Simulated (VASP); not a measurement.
# Ru in VASP: single point with LDA

Aim: the single point of Ru with LDA.

Program: VASP 6.6.1. These are calculated values, not measurements. Logs are shortened: lines on timing, memory, paths and dates and some standing lists are left out, and cuts for length are marked.

### Step 1. The cell of the first run

The cell holds a repeated cell, 8 atoms: a = 2.674 Å, b = 2.674 Å, c = 16.896 Å, α = 90.00°, β = 90.00°, γ = 120.00°.

### Step 2. Single point, LDA

File INCAR:

```
SYSTEM = Ru
PREC = Accurate ; ENCUT = 400
EDIFF = 1E-6 ; ISMEAR = 1
SIGMA = 0.1 ; LREAL = .FALSE.
LASPH = .TRUE. ; NELM = 120
ALGO = Normal ; ISIF = 2
LWAVE = .FALSE. ; LCHARG = .TRUE.
LELF = .TRUE. ; LVHAR = .TRUE.
NBANDS = 66 ; GGA_COMPAT = .FALSE.
```

File KPOINTS:

```
Automatic mesh
0
G
  21 21 5
  0 0 0
```

File POSCAR:

```
Ru
1.0
    2.6744757814      0.0000000000      0.0000000000
   -1.3372378907      2.3161639685      0.0000000000
    0.0000000000      0.0000000000     16.8960708109
Ru
8
Direct
    0.0000000000      0.0000000000      0.0000000000
    0.3333333333      0.6666666667      0.1250000000
    0.0000000000      0.0000000000      0.2500000000
    0.3333333333      0.6666666667      0.3750000000
    0.0000000000      0.0000000000      0.5000000000
    0.3333333333      0.6666666667      0.6250000000
    0.0000000000      0.0000000000      0.7500000000
    0.3333333333      0.6666666667      0.8750000000
```

Potentials or basis: VASP PAW LDA potentials, release 64 (Ru_pv).

On the command line:

```bash
cat potpaw_LDA.64/Ru_pv/POTCAR > POTCAR
mpirun -np 1 vasp_std > vasp.out
```

OUTCAR:

```text
SYSTEM = Ru
   PREC = Accurate
   ENCUT = 400
   EDIFF = 1E-6
   ISMEAR = 1
   LREAL = .FALSE.
   LASPH = .TRUE.
   NELM = 120
   ISIF = 2

 ion  position               nearest neighbor table
   1  0.000  0.000  0.000-   2 2.62   8 2.62   2 2.62   8 2.62   2 2.62   8 2.62
   2  0.333  0.667  0.125-   1 2.62   3 2.62   1 2.62   3 2.62   1 2.62   3 2.62
   3  0.000  0.000  0.250-   2 2.62   4 2.62   2 2.62   4 2.62   2 2.62   4 2.62
   4  0.333  0.667  0.375-   3 2.62   5 2.62   3 2.62   5 2.62   3 2.62   5 2.62
   5  0.000  0.000  0.500-   4 2.62   6 2.62   4 2.62   6 2.62   4 2.62   6 2.62
   6  0.333  0.667  0.625-   5 2.62   7 2.62   5 2.62   7 2.62   5 2.62   7 2.62
   7  0.000  0.000  0.750-   6 2.62   8 2.62   6 2.62   8 2.62   6 2.62   8 2.62
   8  0.333  0.667  0.875-   1 2.62   7 2.62   1 2.62   7 2.62   1 2.62   7 2.62

  LATTYP: Found a hexagonal cell.
 ALAT       =     2.6744757814
 C/A-ratio  =     6.3175261965

  Lattice vectors:

 A1 = (   2.6744757814,   0.0000000000,   0.0000000000)
 A2 = (  -1.3372378907,   2.3161639685,   0.0000000000)
 A3 = (   0.0000000000,   0.0000000000,  16.8960708109)

Analysis of symmetry for initial positions (statically):
=====================================================================
 Subroutine PRICEL returns following result:

  LATTYP: Found a hexagonal cell.
 ALAT       =     2.6744757814
 C/A-ratio  =     1.5793815491

  Lattice vectors:

 A1 = (   2.6744757814,   0.0000000000,   0.0000000000)
 A2 = (  -1.3372378907,   2.3161639685,   0.0000000000)
 A3 = (   0.0000000000,   0.0000000000,   4.2240177027)

   4 primitive cells build up your supercell.

 Routine SETGRP: Setting up the symmetry group for a
 hexagonal supercell.

 Subroutine GETGRP returns: Found 24 space group operations
 (whereof 12 operations were pure point group operations)
 out of a pool of 24 trial point group operations.

The static configuration has the point symmetry D_3h.
 The point group associated with its full space group is D_6h.

Analysis of symmetry for dynamics (positions and initial velocities):
=====================================================================
 Subroutine PRICEL returns following result:

  LATTYP: Found a hexagonal cell.
 ALAT       =     2.6744757814
 C/A-ratio  =     1.5793815491

  Lattice vectors:

 A1 = (   2.6744757814,   0.0000000000,   0.0000000000)
 A2 = (  -1.3372378907,   2.3161639685,   0.0000000000)
 A3 = (   0.0000000000,   0.0000000000,   4.2240177027)

   4 primitive cells build up your supercell.

 Routine SETGRP: Setting up the symmetry group for a
 hexagonal supercell.

 Subroutine GETGRP returns: Found 24 space group operations
 (whereof 12 operations were pure point group operations)
 out of a pool of 24 trial point group operations.

The dynamic configuration has the point symmetry D_3h.
 The point group associated with its full space group is D_6h.

 Subroutine INISYM returns: Found 24 space group operations
 (whereof 12 operations are pure point group operations),
 and found     4 'primitive' translations

----------------------------------------------------------------------------------------

                                     Primitive cell

  volume of cell :      26.1658

  direct lattice vectors                    reciprocal lattice vectors
     2.674475781  0.000000000  0.000000000     0.373905050  0.215874181  0.000000000
    -1.337237891  2.316163969  0.000000000     0.000000000  0.431748362  0.000000000
     0.000000000  0.000000000  4.224017703     0.000000000  0.000000000  0.236741432

  length of vectors
     2.674475781  2.674475781  4.224017703     0.431748362  0.431748362  0.236741432

  position of ions in fractional coordinates (direct lattice)
     0.000000000  0.000000000  0.000000000
     0.333333333  0.666666667  0.500000000

  ion indices of the primitive-cell ions
   primitive index   ion index
                 1           1
                 2           2

----------------------------------------------------------------------------------------

 KPOINTS: Automatic mesh

Automatic generation of k-mesh.
 Grid dimensions read from file:
 generate k-points for:   21   21    5

 Generating k-lattice:

  Cartesian coordinates                     Fractional coordinates (reciprocal lattice)
     0.017805002  0.010279723  0.000000000     0.047619048 -0.000000000  0.000000000
     0.000000000  0.020559446  0.000000000     0.000000000  0.047619048  0.000000000
     0.000000000  0.000000000  0.011837072     0.000000000  0.000000000  0.200000000

  Length of vectors
     0.020559446  0.020559446  0.011837072

  Shift w.r.t. Gamma in fractional coordinates (k-lattice)
     0.000000000  0.000000000  0.000000000

 Subroutine IBZKPT returns following result:
 ===========================================

 Found    144 irreducible k-points:

 Following reciprocal coordinates:
            Coordinates               Weight
  0.000000  0.000000  0.000000      1.000000
  0.047619 -0.000000  0.000000      6.000000
  0.095238 -0.000000  0.000000      6.000000
  0.142857 -0.000000  0.000000      6.000000
  0.190476 -0.000000  0.000000      6.000000
  0.238095 -0.000000  0.000000      6.000000
[... 16 lines left out ...]
  0.142857  0.095238  0.000000     12.000000
  0.190476  0.095238  0.000000     12.000000
 [... further k-points ...]
   k-points           NKPTS =    144   k-points in BZ     NKDIM =    144   number of bands    NBANDS=     66
   number of dos      NEDOS =    301   number of ions     NIONS =      8
   total plane-waves  NPLWV =  36288
   dimension x,y,z NGX =    18 NGY =   18 NGZ =  112
   dimension x,y,z NGXF=    36 NGYF=   36 NGZF=  224
   ions per type =               8
   NGX,Y,Z   is equivalent  to a cutoff of  11.19, 11.19, 11.02 a.u.
   NGXF,Y,Z  is equivalent  to a cutoff of  22.38, 22.38, 22.04 a.u.
 SYSTEM =  Ru
   PREC   = accura    normal or accurate (medium, high low for compatibility)
   ISTART =      0    job   : 0-new  1-cont  2-samecut
   ICHARG =      2    charge: 1-file 2-atom 10-const
   ISPIN  =      1    spin polarized calculation?
   LNONCOLLINEAR =      F non collinear calculations
   LSORBIT =      F    spin-orbit coupling
   LASPH  =      T    aspherical Exc in radial PAW
   ENCUT  =  400.0 eV  29.40 Ry    5.42 a.u.   4.36  4.36 27.55*2*pi/ulx,y,z
   NELM   =    120;   NELMIN=  2; NELMDL= -5     # of ELM steps
   EDIFF  = 0.1E-05   stopping-criterion for ELM
   LREAL  =      F    real-space projection
   EDIFFG = 0.1E-04   stopping-criterion for IOM
   NSW    =      0    number of steps for IOM
   IBRION =     -1    ionic relax: 0-MD 1-quasi-New 2-CG
   NFREE  =      0    steps in history (QN), initial steepest desc. (CG)
   ISIF   =      2    stress and relaxation
   ISYM   =      2    0-nonsym 1-usesym 2-fastsym
   POTIM  = 0.5000    time-step for ionic-motion
   TEBEG  =    0.0;   TEEND  =   0.0 temperature during run
   PSTRESS=    0.0 pullay stress
   NELECT =     112.0000    total number of electrons
   NUPDOWN=      -1.0000    fix difference up-down
   EMIN   =  10.00;   EMAX   =-10.00  energy-range for DOS
   EFERMI =   0.00;   METHOD = LEGACY
   ISMEAR =     1;   SIGMA  =   0.10  broadening in eV -4-tet -1-fermi 0-gaus
   EFERMI_NEDOS =   21; number of points for ismear=-14 and -15
   IALGO  =     38    algorithm
   IMIX   =      4    mixing-type and parameters
     AMIX     =   0.40;   BMIX     =  1.00
     AMIX_MAG =   1.60;   BMIX_MAG =  1.00
  volume/ion in A,a.u.               =      13.08        88.29
  Fermi-wavevector in a.u.,A,eV,Ry     =   1.674491  3.164330 38.149671  2.803922
  Thomas-Fermi vector in A             =   2.759277
   LORBIT       =      0    0 simple, 1 ext, 2 COOP (PROOUT), +10 PAW based schemes
   GGA     = CA    functional components
   LHFCALC =     F    Hartree Fock is set to
   AEXX    =    0.0000 exact exchange contribution
   IVDW    =     0    specifies the selected vdW correction
   LEPSILON=     F    determine dielectric tensor
   LRPA    =     F    only Hartree local field effects (RPA)
 non-spin polarized calculation
 Methfessel and Paxton  Order N= 1 SIGMA  =   0.10
  energy-cutoff  :      400.00
  volume of cell :      104.66
 maximum number of plane-waves:      1951
 NGX is ok and might be reduce to    18
   NGX =  9   NGY =  9   NGZ = 55

 number of electron     112.0000019 magnetization

 Free energy of the ion-electron system (eV)
  ---------------------------------------------------
  ext. energy  EPLUGINS =         0.00000000
  ---------------------------------------------------
  free energy    TOTEN  =       -85.54455828 eV

  energy without entropy =      -85.54068281  energy(sigma->0) =      -85.54326646

 E-fermi :  13.3827     XC(G=0): -14.6097

 val. band max:       13.3822631974   @ k =   0.4286  -0.0000   0.4000
 cond. band min:      13.3831688639   @ k =   0.4762   0.0476   0.2000
 fundamental gap:      0.0009056665
 Fermi energy:        13.3826579210

 k-point     1 :       0.0000    0.0000    0.0000
  band No.  band energies     occupation
      1     -30.2244      2.00000
      2     -30.0418      2.00000
      3     -30.0418      2.00000
      4     -29.5866      2.00000
      5     -29.5866      2.00000
      6     -29.1531      2.00000
[... 58 lines left out ...]
     65      13.9811     -0.00000
     66      14.7225     -0.00000

 k-point     2 :       0.0476   -0.0000    0.0000
  band No.  band energies     occupation
      1     -30.2154      2.00000
      2     -30.0365      2.00000
      3     -30.0365      2.00000
      4     -29.5904      2.00000
      5     -29.5904      2.00000
      6     -29.1716      2.00000
[... 58 lines left out ...]
     65      14.0419     -0.00000
     66      14.0419     -0.00000

 k-point     3 :       0.0952   -0.0000    0.0000
  band No.  band energies     occupation
      1     -30.1893      2.00000
      2     -30.0208      2.00000
      3     -30.0208      2.00000
      4     -29.6036      2.00000
      5     -29.6036      2.00000
      6     -29.2277      2.00000
[... 1438 lines left out ...]
     65      14.8226     -0.00000
     66      14.8814     -0.00000

 k-point    24 :       0.1905    0.0952    0.0000
  band No.  band energies     occupation
      1     -29.9990      2.00000
      2     -29.9444      2.00000
      3     -29.9444      2.00000
      4     -29.7676      2.00000
      5     -29.7676      2.00000
      6     -29.5529      2.00000
[... 58 lines left out ...]
     65      14.9029     -0.00000
     66      14.9033     -0.00000

 [... further k-points ...]
[... 5 lines left out ...]
  --------------------------------------------------------------------------------------
  -------------------------------------------------------------------------------------
  Total        0.1802404      0.1802404      0.0815773      0.0000000      0.0000000      0.0000000
  in kB        2.7591106      2.7591106      1.2487807      0.0000000      0.0000000      0.0000000
  external PRESSURE =       2.2556673 kB  Pullay stress =       0.0000000 kB

 VOLUME and BASIS-vectors are now :
 -----------------------------------------------------------------------------
  energy-cutoff  :      400.00
  volume of cell :      104.66
      direct lattice vectors                 reciprocal lattice vectors
     2.674475781  0.000000000  0.000000000     0.373905050  0.215874181  0.000000000
    -1.337237891  2.316163969  0.000000000     0.000000000  0.431748362  0.000000000
     0.000000000  0.000000000 16.896070811     0.000000000  0.000000000  0.059185358

 POSITION                                       TOTAL-FORCE (eV/Angst)
 -----------------------------------------------------------------------------------
      0.00000      0.00000      0.00000         0.000000     -0.000000      0.000000
     -0.00000      1.54411      2.11201        -0.000000      0.000000      0.000000
      0.00000      0.00000      4.22402         0.000000     -0.000000     -0.000000
     -0.00000      1.54411      6.33603        -0.000000      0.000000      0.000000
      0.00000      0.00000      8.44804         0.000000      0.000000      0.000000
     -0.00000      1.54411     10.56004        -0.000000     -0.000000     -0.000000
      0.00000      0.00000     12.67205         0.000000     -0.000000     -0.000000
     -0.00000      1.54411     14.78406        -0.000000      0.000000     -0.000000
 -----------------------------------------------------------------------------------
    total drift:                                0.000000     -0.000000     -0.000000

  FREE ENERGIE OF THE ION-ELECTRON SYSTEM (eV)
  ---------------------------------------------------
  free  energy   TOTEN  =       -85.5445582846 eV

  energy  without entropy=      -85.5406828104  energy(sigma->0) =      -85.54326646
```

Wall time 9.9 min (1 thread of Intel Xeon 6975P-C, shared host); peak memory 0.49 GiB.

Results:

| Property | Result |
| --- | --- |
| Free energy | -85.5446 eV |
| Pressure | 0.2 GPa |
| Band gap on the k mesh | zero (band 56 reaches 15.08 eV, above the bottom of band 57 at 11.87 eV) |
